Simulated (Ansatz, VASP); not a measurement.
**Two plane-wave programs on Si2Mo**

File INCAR:

```
ALGO = Normal
EDIFF = 1E-6
ENCUT = 520
GGA = PE
ISIF = 2
ISMEAR = 0
LASPH = True
LCHARG = False
LREAL = False
LWAVE = False
NBANDS = 43
NELM = 80
PREC = Accurate
SIGMA = 0.01
```

File KPOINTS:

```
k-points
0
Gamma
  12 12 6
```

POSCAR

```
Si2Mo
1.0
    4.6130238168      0.0000000000      0.0000000000
   -2.3065119084      3.9949958136      0.0000000000
    0.0000000000      0.0000000000      6.6094665263
Si Mo
6 3
Direct
    0.1639790379      0.8360209621      0.8333333333
    0.3279580758      0.1639790379      0.1666666667
    0.8360209621      0.6720419242      0.5000000000
    0.8360209621      0.1639790379      0.8333333333
    0.6720419242      0.8360209621      0.1666666667
    0.1639790379      0.3279580758      0.5000000000
    0.5000000000      0.0000000000      0.5000000000
    0.0000000000      0.5000000000      0.1666666667
    0.5000000000      0.5000000000      0.8333333333
```

Input for Ansatz:

```yaml
crystal:
  lattice:
    - [4.6130238168, 0.0, 0.0]
    - [-2.3065119084, 3.9949958136, 0.0]
    - [0.0, 0.0, 6.6094665263]
  atoms:
    - { symbol: Si, position: [0.1639790379, 0.8360209621, 0.8333333333] }
    - { symbol: Si, position: [0.3279580758, 0.1639790379, 0.1666666667] }
    - { symbol: Si, position: [0.8360209621, 0.6720419242, 0.5] }
    - { symbol: Si, position: [0.8360209621, 0.1639790379, 0.8333333333] }
    - { symbol: Si, position: [0.6720419242, 0.8360209621, 0.1666666667] }
    - { symbol: Si, position: [0.1639790379, 0.3279580758, 0.5] }
    - { symbol: Mo, position: [0.5, 0.0, 0.5] }
    - { symbol: Mo, position: [0.0, 0.5, 0.1666666667] }
    - { symbol: Mo, position: [0.5, 0.5, 0.8333333333] }
basis:
  ecutwfc: 420
kpoints:
  mp_grid: { grid: [12, 12, 6] }
hamiltonian:
  xc: pbe
scf:
  occupations: { method: gaussian, width: 0.01 }
output:
  forces: false
  stress: false
  eigenvalues: true
  eigenstates:
    kpoints:
      - [0.0, 0.5, 0.5]
      - [0.014683711, 0.492658145, 0.5]
      - [-0.014683711, 0.507341855, 0.5]
      - [0.0, 0.512716467, 0.5]
      - [0.0, 0.487283533, 0.5]
      - [0.0, 0.5, 0.521038585]
      - [0.0, 0.5, 0.478961415]
      - [0.010382952, 0.503800424, 0.5]
      - [-0.010382952, 0.496199576, 0.5]
      - [0.010382952, 0.494808524, 0.514876526]
      - [-0.010382952, 0.505191476, 0.485123474]
      - [0.0, 0.5089919, 0.514876526]
      - [0.0, 0.4910081, 0.485123474]
      - [0.008477644, 0.503103033, 0.512146633]
      - [-0.008477644, 0.496896967, 0.487853367]
      - [0.0, 0.5, 0.0]
      - [0.014683711, 0.492658145, 0.0]
      - [-0.014683711, 0.507341855, 0.0]
      - [0.0, 0.512716467, 0.0]
      - [0.0, 0.487283533, 0.0]
      - [0.0, 0.5, 0.021038585]
      - [0.0, 0.5, -0.021038585]
      - [0.010382952, 0.503800424, 0.0]
      - [-0.010382952, 0.496199576, 0.0]
      - [0.010382952, 0.494808524, 0.014876526]
      - [-0.010382952, 0.505191476, -0.014876526]
      - [0.0, 0.5089919, 0.014876526]
      - [0.0, 0.4910081, -0.014876526]
      - [0.008477644, 0.503103033, 0.012146633]
      - [-0.008477644, 0.496896967, -0.012146633]
    e_range: [-1.559092, 1.559092]
checkpoint:
  read: start.run
  write: ck
  compress: false
  write_wavefunctions: false
  write_every: 100000
```

Alike in both runs: task single point; functional PBE; k mesh 12 × 12 × 6; occupations gaussian, width 0.01 eV; no spin polarisation.

|  | VASP | Ansatz |
| --- | --- | --- |
| version | VASP 6.6.1 | Ansatz 0.2.0 |
| potentials or method | VASP PAW PBE potentials, release 64 (Si, Mo_sv), cutoff 520 eV | scalar-relativistic, plane waves, PAW |
| valence electrons in the cell | 66 | 66 |

```tsv
	VASP	Ansatz	Ansatz less VASP
gap on the k mesh at the Fermi level (eV)	0.06	0.06	+0.003
least direct gap on the mesh (eV)	0.52	0.52	+0.002
```

The functional is the same, so the differences come from potentials, cutoffs and numerics.
